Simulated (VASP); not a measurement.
# B (Pm-3m) in VASP: notebook

Runs on B. Level: LDA. Tasks: single point.

Program: VASP 6.6.1. These are calculated values, not measurements. Logs are shortened: lines on timing, memory, paths and dates and some standing lists are left out, and cuts for length are marked.

## 1. The cell of the first run

Symmetry: Pm-3m, No. 221, cubic system. The conventional cell has a = 1.864 Å, b = 1.864 Å, c = 1.864 Å, α = 90.00°, β = 90.00°, γ = 90.00°. Within 2.5 Å of B (site symmetry m-3m) lie 6 B at 1.86 Å.

## 2. Single point, LDA

The input, INCAR:

```
  PREC = Accurate
  ENCUT = 520
  EDIFF = 1E-7
  ISMEAR = -1
  SIGMA = 0.1
  LREAL = False
  LASPH = True
  NELM = 60
  ALGO = Normal
  ISIF = 2
  LWAVE = False
  LCHARG = False
  GGA = CA
  NBANDS = 8
```

The input, KPOINTS:

```
Automatic mesh
0
Gamma
  16 16 16
```

The input, POSCAR:

```
B
1.0
    1.8635195110      0.0000000000      0.0000000000
    0.0000000000      1.8635195110      0.0000000000
    0.0000000000      0.0000000000      1.8635195110
B
1
Direct
    0.0000000000      0.0000000000      0.0000000000
```

Potentials or basis: VASP PAW LDA potentials, release 64 (B).

Started as:

```
$ cat potpaw_LDA.64/B/POTCAR > POTCAR
$ mpirun -np 1 vasp_std > vasp.out
```

OUTCAR:

```text
PREC = Accurate
   ENCUT = 520
   EDIFF = 1E-7
   ISMEAR = -1
   LREAL = False
   LASPH = True
   NELM = 60
   ISIF = 2
   GGA = CA

 ion  position               nearest neighbor table
   1  0.000  0.000  0.000-

  LATTYP: Found a simple cubic cell.
 ALAT       =     1.8635195110

  Lattice vectors:

 A1 = (   1.8635195110,   0.0000000000,   0.0000000000)
 A2 = (   0.0000000000,   1.8635195110,   0.0000000000)
 A3 = (   0.0000000000,   0.0000000000,   1.8635195110)

Analysis of symmetry for initial positions (statically):
=====================================================================
 Subroutine PRICEL returns:
 Original cell was already a primitive cell.

 Routine SETGRP: Setting up the symmetry group for a
 simple cubic supercell.

 Subroutine GETGRP returns: Found 48 space group operations
 (whereof 48 operations were pure point group operations)
 out of a pool of 48 trial point group operations.

The static configuration has the point symmetry O_h .

Analysis of symmetry for dynamics (positions and initial velocities):
=====================================================================
 Subroutine PRICEL returns:
 Original cell was already a primitive cell.

 Routine SETGRP: Setting up the symmetry group for a
 simple cubic supercell.

 Subroutine GETGRP returns: Found 48 space group operations
 (whereof 48 operations were pure point group operations)
 out of a pool of 48 trial point group operations.

The dynamic configuration has the point symmetry O_h .

 Subroutine INISYM returns: Found 48 space group operations
 (whereof 48 operations are pure point group operations),
 and found     1 'primitive' translations

----------------------------------------------------------------------------------------

                                     Primitive cell

  volume of cell :       6.4715

  direct lattice vectors                    reciprocal lattice vectors
     1.863519511  0.000000000  0.000000000     0.536619013  0.000000000  0.000000000
     0.000000000  1.863519511  0.000000000     0.000000000  0.536619013  0.000000000
     0.000000000  0.000000000  1.863519511     0.000000000  0.000000000  0.536619013

  length of vectors
     1.863519511  1.863519511  1.863519511     0.536619013  0.536619013  0.536619013

  position of ions in fractional coordinates (direct lattice)
     0.000000000  0.000000000  0.000000000

  ion indices of the primitive-cell ions
   primitive index   ion index
                 1           1

----------------------------------------------------------------------------------------

 KPOINTS: Automatic mesh

Automatic generation of k-mesh.
 Grid dimensions read from file:
 generate k-points for:   16   16   16

 Generating k-lattice:

  Cartesian coordinates                     Fractional coordinates (reciprocal lattice)
     0.033538688  0.000000000  0.000000000     0.062500000  0.000000000  0.000000000
     0.000000000  0.033538688  0.000000000     0.000000000  0.062500000  0.000000000
     0.000000000  0.000000000  0.033538688     0.000000000  0.000000000  0.062500000

  Length of vectors
     0.033538688  0.033538688  0.033538688

  Shift w.r.t. Gamma in fractional coordinates (k-lattice)
     0.000000000  0.000000000  0.000000000

 Subroutine IBZKPT returns following result:
 ===========================================

 Found    165 irreducible k-points:

 Following reciprocal coordinates:
            Coordinates               Weight
  0.000000  0.000000  0.000000      1.000000
  0.062500  0.000000  0.000000      6.000000
  0.125000  0.000000  0.000000      6.000000
  0.187500  0.000000  0.000000      6.000000
  0.250000  0.000000  0.000000      6.000000
  0.312500  0.000000  0.000000      6.000000
[... 16 lines left out ...]
  0.437500  0.125000  0.000000     24.000000
  0.500000  0.125000  0.000000     12.000000
 [... further k-points ...]
   k-points           NKPTS =    165   k-points in BZ     NKDIM =    165   number of bands    NBANDS=      8
   number of dos      NEDOS =    301   number of ions     NIONS =      1
   total plane-waves  NPLWV =   2744
   dimension x,y,z NGX =    14 NGY =   14 NGZ =   14
   dimension x,y,z NGXF=    28 NGYF=   28 NGZF=   28
   ions per type =               1
   NGX,Y,Z   is equivalent  to a cutoff of  12.49, 12.49, 12.49 a.u.
   NGXF,Y,Z  is equivalent  to a cutoff of  24.98, 24.98, 24.98 a.u.
 SYSTEM =  unknown system
   PREC   = accura    normal or accurate (medium, high low for compatibility)
   ISTART =      0    job   : 0-new  1-cont  2-samecut
   ICHARG =      2    charge: 1-file 2-atom 10-const
   ISPIN  =      1    spin polarized calculation?
   LNONCOLLINEAR =      F non collinear calculations
   LSORBIT =      F    spin-orbit coupling
   LASPH  =      T    aspherical Exc in radial PAW
   ENCUT  =  520.0 eV  38.22 Ry    6.18 a.u.   3.46  3.46  3.46*2*pi/ulx,y,z
   NELM   =     60;   NELMIN=  2; NELMDL= -5     # of ELM steps
   EDIFF  = 0.1E-06   stopping-criterion for ELM
   LREAL  =      F    real-space projection
   EDIFFG = 0.1E-05   stopping-criterion for IOM
   NSW    =      0    number of steps for IOM
   IBRION =     -1    ionic relax: 0-MD 1-quasi-New 2-CG
   NFREE  =      0    steps in history (QN), initial steepest desc. (CG)
   ISIF   =      2    stress and relaxation
   ISYM   =      2    0-nonsym 1-usesym 2-fastsym
   POTIM  = 0.5000    time-step for ionic-motion
   TEBEG  =    0.0;   TEEND  =   0.0 temperature during run
   PSTRESS=    0.0 pullay stress
   NELECT =       3.0000    total number of electrons
   NUPDOWN=      -1.0000    fix difference up-down
   EMIN   =  10.00;   EMAX   =-10.00  energy-range for DOS
   EFERMI =   0.00;   METHOD = LEGACY
   ISMEAR =    -1;   SIGMA  =   0.10  broadening in eV -4-tet -1-fermi 0-gaus
   EFERMI_NEDOS =   21; number of points for ismear=-14 and -15
   IALGO  =     38    algorithm
   IMIX   =      4    mixing-type and parameters
     AMIX     =   0.40;   BMIX     =  1.00
     AMIX_MAG =   1.60;   BMIX_MAG =  1.00
  volume/ion in A,a.u.               =       6.47        43.67
  Fermi-wavevector in a.u.,A,eV,Ry     =   1.267014  2.394309 21.841755  1.605324
  Thomas-Fermi vector in A             =   2.400184
   LORBIT       =      0    0 simple, 1 ext, 2 COOP (PROOUT), +10 PAW based schemes
   GGA     = CA    functional components
   LHFCALC =     F    Hartree Fock is set to
   AEXX    =    0.0000 exact exchange contribution
   IVDW    =     0    specifies the selected vdW correction
   LEPSILON=     F    determine dielectric tensor
   LRPA    =     F    only Hartree local field effects (RPA)
 non-spin polarized calculation
  energy-cutoff  :      520.00
  volume of cell :        6.47
 maximum number of plane-waves:       183
 NGX is ok and might be reduce to    14
   NGX =  7   NGY =  7   NGZ =  7

 number of electron       3.0000000 magnetization

 Free energy of the ion-electron system (eV)
  ---------------------------------------------------
  ext. energy  EPLUGINS =         0.00000000
  ---------------------------------------------------
  free energy    TOTEN  =        -6.37225503 eV

  energy without entropy =       -6.36599986  energy(sigma->0) =       -6.36912744

 E-fermi :   7.5336     XC(G=0): -12.5538

 val. band max:        7.4677298333   @ k =   0.3750   0.3125   0.1250
 cond. band min:       7.5859287447   @ k =   0.5000   0.5000   0.2500
 fundamental gap:      0.1181989114
 Fermi energy:         7.5336278230

 k-point     1 :       0.0000    0.0000    0.0000
  band No.  band energies     occupation
      1      -8.4296      2.00000
      2      21.3347      0.00000
      3      21.3347      0.00000
      4      21.3347      0.00000
      5      32.1495      0.00000
      6      32.1495      0.00000
      7      41.5726      0.00000
      8      61.9584      0.00000

 k-point     2 :       0.0625    0.0000    0.0000
  band No.  band energies     occupation
      1      -8.2955      2.00000
      2      19.9839      0.00000
      3      21.4481      0.00000
      4      21.4481      0.00000
      5      32.3084      0.00000
      6      33.6617      0.00000
      7      41.4710      0.00000
      8      60.8916      0.00000

 k-point     3 :       0.1250    0.0000    0.0000
  band No.  band energies     occupation
      1      -7.8937      2.00000
      2      17.1421      0.00000
      3      21.7811      0.00000
      4      21.7811      0.00000
      5      32.7831      0.00000
      6      36.8779      0.00000
      7      41.2630      0.00000
      8      58.2321      0.00000

 k-point     4 :       0.1875    0.0000    0.0000
  band No.  band energies     occupation
      1      -7.2256      2.00000
      2      13.9696      0.00000
      3      22.3119      0.00000
      4      22.3119      0.00000
      5      33.5670      0.00000
      6      39.4797      0.00000
      7      42.0516      0.00000
      8      54.9964      0.00000

 k-point     5 :       0.2500    0.0000    0.0000
  band No.  band energies     occupation
      1      -6.2941      2.00000
      2      10.8456      0.00000
      3      22.9980      0.00000
      4      22.9980      0.00000
      5      34.6452      0.00000
      6      39.4340      0.00000
      7      45.3398      0.00000
      8      51.8170      0.00000
[... 177 lines left out ...]
 k-point    22 :       0.3750    0.1250    0.0000
  band No.  band energies     occupation
      1      -3.1376      2.00000
      2       5.5921      2.00000
      3      21.5367      0.00000
      4      24.9077      0.00000
      5      34.4123      0.00000
      6      40.4028      0.00000
      7      46.1004      0.00000
      8      47.3591      0.00000

 k-point    23 :       0.4375    0.1250    0.0000
  band No.  band energies     occupation
      1      -1.5284      2.00000
      2       3.2400      2.00000
      3      22.3120      0.00000
      4      25.4493      0.00000
      5      33.2196      0.00000
      6      41.7825      0.00000
      7      44.6124      0.00000
      8      45.9296      0.00000

 k-point    24 :       0.5000    0.1250    0.0000
  band No.  band energies     occupation
      1      -0.3655      2.00000
      2       1.8280      2.00000
      3      22.6263      0.00000
      4      25.6529      0.00000
      5      32.7589      0.00000
      6      42.9928      0.00000
      7      43.3949      0.00000
      8      45.4270      0.00000

 [... further k-points ...]
[... 5 lines left out ...]
  --------------------------------------------------------------------------------------
  -------------------------------------------------------------------------------------
  Total        0.0137998      0.0137998      0.0137998     -0.0000000      0.0000000     -0.0000000
  in kB        3.4164955      3.4164955      3.4164955     -0.0000000      0.0000000     -0.0000000
  external PRESSURE =       3.4164955 kB  Pullay stress =       0.0000000 kB

 VOLUME and BASIS-vectors are now :
 -----------------------------------------------------------------------------
  energy-cutoff  :      520.00
  volume of cell :        6.47
      direct lattice vectors                 reciprocal lattice vectors
     1.863519511  0.000000000  0.000000000     0.536619013  0.000000000  0.000000000
     0.000000000  1.863519511  0.000000000     0.000000000  0.536619013  0.000000000
     0.000000000  0.000000000  1.863519511     0.000000000  0.000000000  0.536619013

 POSITION                                       TOTAL-FORCE (eV/Angst)
 -----------------------------------------------------------------------------------
      0.00000      0.00000      0.00000         0.000000      0.000000      0.000000
 -----------------------------------------------------------------------------------
    total drift:                               -0.000000      0.000000     -0.000000

  FREE ENERGIE OF THE ION-ELECTRON SYSTEM (eV)
  ---------------------------------------------------
  free  energy   TOTEN  =        -6.3722550270 eV

  energy  without entropy=       -6.3659998554  energy(sigma->0) =       -6.36912744
```

It took 3.1 s on 1 thread of Intel Xeon Platinum 8259CL at 2.50GHz (Skylake/Cascade Lake), shared host; peak memory 0.1 GiB.

What came out:

* Free energy: -6.3723 eV
* Pressure: 0.3 GPa

## 3. Single point, LDA (volume scaled by 0.88)

The input, INCAR:

```
PREC = Accurate
ENCUT = 520
EDIFF = 1E-6
ISMEAR = -1
SIGMA = 0.1
LREAL = F
LASPH = T
NELM = 60
ALGO = Normal
ISIF = 2
LWAVE = F
LCHARG = T
LELF = T
LVHAR = T
NBANDS = 8
```

The input, KPOINTS:

```
Automatic mesh
0
Gamma
  19 19 19
```

The input, POSCAR:

```
B
1.0
    1.7857808778      0.0000000000      0.0000000000
    0.0000000000      1.7857808778      0.0000000000
    0.0000000000      0.0000000000      1.7857808778
B
1
Direct
    0.0000000000      0.0000000000      0.0000000000
```

Potentials or basis: VASP PAW LDA potentials, release 64 (B).

Started as:

```
$ cat potpaw_LDA.64/B/POTCAR > POTCAR
$ mpirun -np 1 vasp_std > vasp.out
```

It took 3.9 s on 1 thread of Intel Xeon Platinum 8259CL at 2.50GHz (Skylake/Cascade Lake), shared host; peak memory 0.11 GiB.

Results (log left out):

```yaml
Free_energy: -6.2736 eV
Pressure: 41.0 GPa
```

Levels at points of the mesh, in eV from the Fermi level:
```tsv
k point	band 1	band 2	band 3	band 4
(0.00, 0.00, 0.00)	-17.22	15.32	15.32	15.32
```
